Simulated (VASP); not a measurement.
A run of VASP 6.6.1 is set up as follows.

INCAR

```
PREC = Accurate
ENCUT = 520
EDIFF = 1E-6
ISMEAR = -1
SIGMA = 0.02
LREAL = F
LASPH = T
NELM = 100
ALGO = Normal
ISIF = 2
LWAVE = F
LCHARG = F
GGA = PE
NBANDS = 15
```

File KPOINTS:

```
regular mesh
0
Gamma
  8 8 8
```

POSCAR

```
KCl
1.0
    0.0000000000      3.1448753854      3.1448753854
    3.1448753854      0.0000000000      3.1448753854
    3.1448753854      3.1448753854      0.0000000000
K Cl
1 1
Direct
    0.0000000000      0.0000000000      0.0000000000
    0.5000000000      0.5000000000      0.5000000000
```

Potentials or basis: VASP PAW PBE potentials, release 64 (K_sv, Cl).

Command:

```bash
$ cat potpaw_PBE.64/K_sv/POTCAR potpaw_PBE.64/Cl/POTCAR > POTCAR
$ mpirun -np 1 vasp_std > vasp.out
```

Problem. Estimate the pressure.

Solution. 0.8 GPa.

Problem. Predict the band gap on the k mesh.

Solution. 5.19 eV.

A k mesh can miss the band edges.
